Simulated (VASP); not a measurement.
# Gd (P6_3/mmc) in VASP: a series of runs, part 2 of 2

VASP 6.6.1.

### Step 3. Single point, PBEsol, collinear spin, antiferromagnetic start (26.99 Å³/atom)

This run uses another cell than the first one, of 26.99 Å³/atom.

INCAR reads:

```
ALGO = Normal
EDIFF = 1E-6
ENCUT = 520
GGA = PS
ISIF = 2
ISMEAR = -1
ISPIN = 2
LASPH = True
LCHARG = True
LELF = True
LMAXMIX = 6
LORBIT = 11
LREAL = False
LVHAR = True
LWAVE = False
MAGMOM = 7.22 -7.22
NBANDS = 29
NELM = 150
PREC = Accurate
SIGMA = 0.05
```

KPOINTS reads:

```
k-points
0
Gamma
  14 14 8
```

POSCAR reads:

```
Gd
1.0
    3.3933740060      0.0000000000      0.0000000000
   -1.6966870030      2.9387480938      0.0000000000
    0.0000000000      0.0000000000      5.4129004242
Gd
2
Direct
    0.3333333333      0.6666666667      0.2500000000
    0.6666666667      0.3333333333      0.7500000000
```

Potentials or basis: VASP PAW PBE potentials, release 64 (Gd).

On the command line:

```bash
cat potpaw_PBE.64/Gd/POTCAR > POTCAR
mpirun -np 1 vasp_std > vasp.out
```

OUTCAR:

```text
EDIFF = 1E-6
   ENCUT = 520
   GGA = PS
   ISIF = 2
   ISMEAR = -1
   ISPIN = 2
   LASPH = True
   LORBIT = 11
   LREAL = False
   NELM = 150
   PREC = Accurate

 ion  position               nearest neighbor table
   1  0.333  0.667  0.250-   2 3.34   2 3.34   2 3.34   2 3.34   2 3.34   2 3.34
   2  0.667  0.333  0.750-   1 3.34   1 3.34   1 3.34   1 3.34   1 3.34   1 3.34

  LATTYP: Found a hexagonal cell.
 ALAT       =     3.3933740060
 C/A-ratio  =     1.5951381765

  Lattice vectors:

 A1 = (   3.3933740060,   0.0000000000,   0.0000000000)
[... 1757 lines left out ...]
 VOLUME and BASIS-vectors are now :
 -----------------------------------------------------------------------------
  energy-cutoff  :      520.00
  volume of cell :       53.98
      direct lattice vectors                 reciprocal lattice vectors
     3.393374006  0.000000000  0.000000000     0.294691949  0.170140476  0.000000000
    -1.696687003  2.938748094  0.000000000     0.000000000  0.340280952  0.000000000
     0.000000000  0.000000000  5.412900424     0.000000000  0.000000000  0.184743838

 POSITION                                       TOTAL-FORCE (eV/Angst)
 -----------------------------------------------------------------------------------
     -0.00000      1.95917      1.35323         0.000000     -0.000000      0.000000
      1.69669      0.97958      4.05968        -0.000000      0.000000      0.000000
 -----------------------------------------------------------------------------------
    total drift:                               -0.000000      0.000000     -0.000000

  FREE ENERGIE OF THE ION-ELECTRON SYSTEM (eV)
  ---------------------------------------------------
  free  energy   TOTEN  =       -23.9796770140 eV

  energy  without entropy=      -23.9604991474  energy(sigma->0) =      -23.97008808

 total charge

# of ion       s       p       d       f       tot
--------------------------------------------------
    1        2.086   5.531   0.693   6.989  15.300
    2        2.086   5.531   0.693   6.989  15.300
--------------------------------------------------
tot          4.173  11.062   1.387  13.978  30.599

 magnetization (x)

# of ion       s       p       d       f       tot
--------------------------------------------------
    1        0.012  -0.059   0.200   6.779   6.932
    2       -0.012   0.059  -0.200  -6.779  -6.932
--------------------------------------------------
tot          0.000   0.000   0.000   0.000   0.000
```

stdout:

```text
POSCAR found type information on POSCAR Gd
 POSCAR found :  1 types and       2 ions
 scaLAPACK will be used
 -----------------------------------------------------------------------------
|                                                                             |
|                                                                             |
|     You enforced a specific xc type in the INCAR file but a different       |
|     I HOPE YOU KNOW WHAT YOU ARE DOING!                                     |
|                                                                             |
 -----------------------------------------------------------------------------

 LDA part: xc-table for (Slater+PW92), standard interpolation
 POSCAR, INCAR and KPOINTS ok, starting setup
 FFT: planning ... GRIDC
 FFT: planning ... GRID_SOFT
 FFT: planning ... GRID
 WAVECAR not read
 entering main loop
```

It took 22 min on 1 thread of Intel Xeon 8259CL, shared host; peak memory 0.42 GiB.

What came out:

```
Free energy                                           : -23.9797 eV
Pressure                                              : 5.9 GPa
Band gap on the k mesh                                : zero (filled and empty bands overlap)
Net moment                                            : 0.00 μB per cell
Site moments                                          : Gd +6.93, -6.93 μB
Valence electrons inside the program's atomic spheres : Gd 15.30
```

Stress tensor (GPa, compression positive):
```
5.97 0.00 0.00
0.00 5.97 0.00
0.00 0.00 5.85
```

Levels at points of the mesh, in eV from the Fermi level:
Spin up:
```csv
k point,band 16,band 17,band 18,band 19,band 20,band 21
"(0.00, 0.00, 0.00)",-4.20,-2.31,0.63,0.76,0.84,0.84
"(0.50, 0.00, 0.00)",-2.10,-1.44,-1.30,0.72,0.79,0.86
"(0.00, 0.00, 0.50)",-3.37,-2.67,0.28,0.64,0.88,0.88
"(0.50, 0.00, 0.50)",-2.29,-2.02,-0.51,0.20,0.80,0.86
```
Spin down:
```
           k point  band 14  band 15  band 16  band 17  band 18  band 19  band 20  band 21  band 22  band 23
(0.00, 0.00, 0.00)    -4.25    -4.25    -4.20    -2.31     0.63     0.76     0.84     0.84     0.91     0.91
(0.50, 0.00, 0.00)    -4.23    -4.23    -2.10    -1.44    -1.30     0.72     0.79     0.86     0.94     1.00
(0.00, 0.00, 0.50)    -4.25    -4.20    -3.37    -2.67     0.28     0.64     0.88     0.88     1.02     1.02
(0.50, 0.00, 0.50)    -4.23    -4.23    -2.29    -2.02    -0.51     0.20     0.80     0.86     0.89     0.91
```

Caveat: the cell stands under pressure; the antiferromagnetic order is the one typed at the start, and another may lie lower; the PAW data sets were made with another functional, which shifts forces and pressure a little; spin-orbit coupling is left out, which moves the levels of the heavy elements; semilocal functionals describe open f shells poorly, which spoils levels, moments and volumes. The state reached can hang on the start; a lower one may exist.

### Step 4. Single point, PBEsol, collinear spin, ferromagnetic start (32.59 Å³/atom)

This run uses another cell than the first one, of 32.59 Å³/atom.

INCAR reads:

```
PREC = Accurate
ENCUT = 520
EDIFF = 1E-6
ISMEAR = -1
SIGMA = 0.05
LREAL = False
LASPH = True
NELM = 150
ALGO = Normal
ISIF = 2
LWAVE = False
LCHARG = False
ISPIN = 2
MAGMOM = 7.339 7.339
LORBIT = 11
LMAXMIX = 6
GGA = PS
NBANDS = 29
```

KPOINTS reads:

```
Automatic mesh
0
Gamma
  13 13 8
```

POSCAR reads:

```
Gd
1.0
    3.6119366541      0.0000000000      0.0000000000
   -1.8059683270      3.1280288993      0.0000000000
    0.0000000000      0.0000000000      5.7698655021
Gd
2
Direct
    0.3333333333      0.6666666667      0.2500000000
    0.6666666667      0.3333333333      0.7500000000
```

Potentials or basis: VASP PAW PBE potentials, release 64 (Gd).

On the command line:

```bash
cat potpaw_PBE.64/Gd/POTCAR > POTCAR
mpirun -np 1 vasp_std > vasp.out
```

OUTCAR:

```text
PREC = Accurate
   ENCUT = 520
   EDIFF = 1E-6
   ISMEAR = -1
   LREAL = False
   LASPH = True
   NELM = 150
   ISIF = 2
   ISPIN = 2
   LORBIT = 11
   GGA = PS

 ion  position               nearest neighbor table
   1  0.333  0.667  0.250-
   2  0.667  0.333  0.750-

  LATTYP: Found a hexagonal cell.
 ALAT       =     3.6119366541
 C/A-ratio  =     1.5974437136

  Lattice vectors:
[... 1754 lines left out ...]
  in kB      -12.8511098    -12.8511098    -13.3679943     -0.0000000      0.0000000      0.0000000
  external PRESSURE =     -13.0234046 kB  Pullay stress =       0.0000000 kB

 VOLUME and BASIS-vectors are now :
 -----------------------------------------------------------------------------
  energy-cutoff  :      520.00
  volume of cell :       65.19
      direct lattice vectors                 reciprocal lattice vectors
     3.611936654  0.000000000  0.000000000     0.276859783  0.159845071  0.000000000
    -1.805968327  3.128028899  0.000000000     0.000000000  0.319690141  0.000000000
     0.000000000  0.000000000  5.769865502     0.000000000  0.000000000  0.173314265

 POSITION                                       TOTAL-FORCE (eV/Angst)
 -----------------------------------------------------------------------------------
     -0.00000      2.08535      1.44247         0.000000     -0.000000      0.000000
      1.80597      1.04268      4.32740        -0.000000      0.000000      0.000000
 -----------------------------------------------------------------------------------
    total drift:                               -0.000000      0.000000     -0.000000

  FREE ENERGIE OF THE ION-ELECTRON SYSTEM (eV)
  ---------------------------------------------------
  free  energy   TOTEN  =       -24.0669811764 eV

  energy  without entropy=      -24.0381339888  energy(sigma->0) =      -24.05255758

 total charge

# of ion       s       p       d       f       tot
--------------------------------------------------
    1        2.073   5.548   0.581   6.980  15.182
    2        2.073   5.548   0.581   6.980  15.182
--------------------------------------------------
tot          4.146  11.096   1.162  13.959  30.363

 magnetization (x)

# of ion       s       p       d       f       tot
--------------------------------------------------
    1        0.005  -0.042   0.223   6.818   7.004
    2        0.005  -0.042   0.223   6.818   7.004
--------------------------------------------------
tot          0.010  -0.085   0.446  13.637  14.008
```

OSZICAR:

```text
N       E                     dE             d eps       ncg     rms          rms(c)
DAV:   1     0.259236379060E+03    0.25924E+03   -0.12238E+04 16831   0.616E+03
[... 20 lines left out ...]
DAV:  22    -0.240669634065E+02    0.42685E-04   -0.62407E-04 20383   0.470E-01    0.173E-01
DAV:  23    -0.240670159008E+02   -0.52494E-04   -0.27771E-04 21735   0.303E-01    0.366E-01
DAV:  24    -0.240670034265E+02    0.12474E-04   -0.11559E-04 21881   0.118E-01    0.200E-01
DAV:  25    -0.240669895891E+02    0.13837E-04   -0.14083E-05 17653   0.754E-02    0.161E-01
DAV:  26    -0.240669826138E+02    0.69752E-05   -0.74499E-05 14588   0.183E-01    0.115E-01
DAV:  27    -0.240669819172E+02    0.69659E-06   -0.24711E-05 18274   0.983E-02    0.588E-02
DAV:  28    -0.240669811764E+02    0.74084E-06   -0.16411E-06 10405   0.204E-02
   1 F= -.24066981E+02 E0= -.24052558E+02  d E =-.288472E-01  mag=    15.2803
```

stdout:

```text
POSCAR found type information on POSCAR Gd
 POSCAR found :  1 types and       2 ions
 scaLAPACK will be used
 -----------------------------------------------------------------------------
|                                                                             |
|                                                                             |
|     You enforced a specific xc type in the INCAR file but a different       |
|     I HOPE YOU KNOW WHAT YOU ARE DOING!                                     |
|                                                                             |
 -----------------------------------------------------------------------------

 LDA part: xc-table for (Slater+PW92), standard interpolation
 POSCAR, INCAR and KPOINTS ok, starting setup
 FFT: planning ... GRIDC
 FFT: planning ... GRID_SOFT
 FFT: planning ... GRID
 WAVECAR not read
 entering main loop
```

Wall time 41 min (1 thread of Intel Xeon 8259CL, shared host); peak memory 0.41 GiB.

Results:

| Property | Result |
| --- | --- |
| Free energy | -24.0670 eV |
| Pressure | -1.3 GPa |
| Net moment | 15.28 μB per cell |
| Site moments | Gd +7.00 μB |
| Valence electrons inside the program's atomic spheres | Gd 15.18 |

Levels at points of the mesh, in eV from the Fermi level:
Spin up:
```csv
k point,band 24,band 25,band 26,band 27,band 28,band 29
"(0.00, 0.00, 0.00)",-2.51,1.09,1.34,1.34,1.47,1.97
"(0.00, 0.00, 0.50)",-3.60,0.49,0.49,1.26,1.26,1.26
```
Spin down:
```csv
k point,band 7,band 8,band 9,band 10,band 11,band 12,band 13,band 14
"(0.00, 0.00, 0.00)",-19.82,-19.81,-4.18,-1.48,0.34,0.37,0.42,0.49
"(0.00, 0.00, 0.50)",-19.88,-19.88,-2.62,-2.62,0.25,0.25,0.46,0.46
```

Caveat: the PAW data sets were made with another functional, which shifts forces and pressure a little; spin-orbit coupling is left out, which moves the levels of the heavy elements; semilocal functionals describe open f shells poorly, which spoils levels, moments and volumes.

### Step 5. Overview

| spin | cell | k mesh | gap on the mesh (eV) | pressure (GPa) | moment (μB) |
| --- | --- | --- | --- | --- | --- |
| collinear, ferromagnetic start | a = 3.517, b = 3.517, c = 5.618 Å, angles 90.0, 90.0, 120.0°, 2 atoms | 13 × 13 × 8 | none | 1.4 | 15.16 |
| collinear, antiferromagnetic start | a = 3.393, b = 3.393, c = 5.413 Å, angles 90.0, 90.0, 120.0°, 2 atoms | 14 × 14 × 8 | none | 5.9 | 0.00 |
| collinear, ferromagnetic start | a = 3.612, b = 3.612, c = 5.770 Å, angles 90.0, 90.0, 120.0°, 2 atoms | 13 × 13 × 8 | none | -1.3 | 15.28 |

Alike in all rows: task single point; level PBEsol; potentials or basis VASP PAW PBE potentials, release 64 (Gd); cutoff (eV) 520; smearing fermi-dirac 0.05 eV.

Caveats: the PAW data sets were made with another functional, which shifts forces and pressure a little; spin-orbit coupling is left out, which moves the levels of the heavy elements; semilocal functionals describe open f shells poorly, which spoils levels, moments and volumes; the cell stands under pressure (at least some runs); the antiferromagnetic order is the one typed at the start, and another may lie lower (at least some runs).

Absolute energies hang on the potentials; compare differences alone.
